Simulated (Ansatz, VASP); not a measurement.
**Two plane-wave programs on SnGe5**

File INCAR:

```
PREC     = Accurate       # precision mode
ENCUT    = 520            # plane-wave cutoff, eV
EDIFF    = 1E-6           # SCF threshold, eV
ISMEAR   = 0              # smearing method
SIGMA    = 0.1            # smearing width, eV
LREAL    = F              # projectors in reciprocal space
LASPH    = T              # aspherical terms in the spheres
NELM     = 80             # most SCF steps
ALGO     = Normal         # electronic algorithm
ISIF     = 2              # what is computed and relaxed
LWAVE    = F              # write WAVECAR
LCHARG   = F              # write CHGCAR
GGA      = PE             # functional
NBANDS   = 51             # bands
```

KPOINTS

```
regular mesh
0
Gamma
  6 4 2
```

POSCAR

```
SnGe5
1.0
    3.0843953900      0.0000000000      0.0000000000
    0.0000000000      4.3619937900      0.0000000000
    0.0000000000      0.0000000000      9.2531861700
Sn Ge
1 5
Direct
    0.0000000000      0.0000000000      0.5000000000
    0.0000000000      0.0000000000      0.1666666700
    0.5000000000      0.5000000000      0.3333333300
    0.5000000000      0.5000000000      0.6666666700
    0.0000000000      0.0000000000      0.8333333300
    0.5000000000      0.5000000000      0.0000000000
```

Input for Ansatz:

```yaml
crystal:
  lattice:
    - [3.08439539, 0.0, 0.0]
    - [0.0, 4.36199379, 0.0]
    - [0.0, 0.0, 9.25318617]
  atoms:
    - { symbol: Sn, position: [0.0, 0.0, 0.5] }
    - { symbol: Ge, position: [0.0, 0.0, 0.16666667] }
    - { symbol: Ge, position: [0.5, 0.5, 0.33333333] }
    - { symbol: Ge, position: [0.5, 0.5, 0.66666667] }
    - { symbol: Ge, position: [0.0, 0.0, 0.83333333] }
    - { symbol: Ge, position: [0.5, 0.5, 0.0] }
basis:
  ecutwfc: 420
kpoints:
  mp_grid: { grid: [6, 4, 2] }
hamiltonian:
  xc: pbe
scf:
  occupations: { method: gaussian, width: 0.1 }
  lower_state_search: "off"
output:
  forces: true
  stress: true
  eigenvalues: true
```

Alike in both runs: task single point; functional PBE; k mesh 6 × 4 × 2; occupations gaussian, width 0.1 eV; no spin polarisation.

|  | VASP | Ansatz |
| --- | --- | --- |
| version | VASP 6.6.1 | Ansatz 0.2.0 |
| potentials or method | VASP PAW PBE potentials, release 64 (Sn_d, Ge_d), cutoff 520 eV | scalar-relativistic, plane waves, PAW |
| valence electrons in the cell | 84 | 84 |

Ansatz gave:

* gap on the k mesh at the Fermi level (eV): none
* pressure (GPa): 1.5
* traceless stress, the component that is largest in VASP (GPa): -0.35
* rms of the force components (eV/Å): 0.181

Estimate VASP's values.

gap on the k mesh at the Fermi level (eV): none; pressure (GPa): 1.6; traceless stress, the component that is largest in VASP (GPa): -0.35; rms of the force components (eV/Å): 0.181.

Atom by atom the forces differ by 0.000 eV/Å (rms over components). A gap of «none» marks a metal or a gap that the smearing closes.

The k mesh is coarse, so the values compare programs but aren't converged.
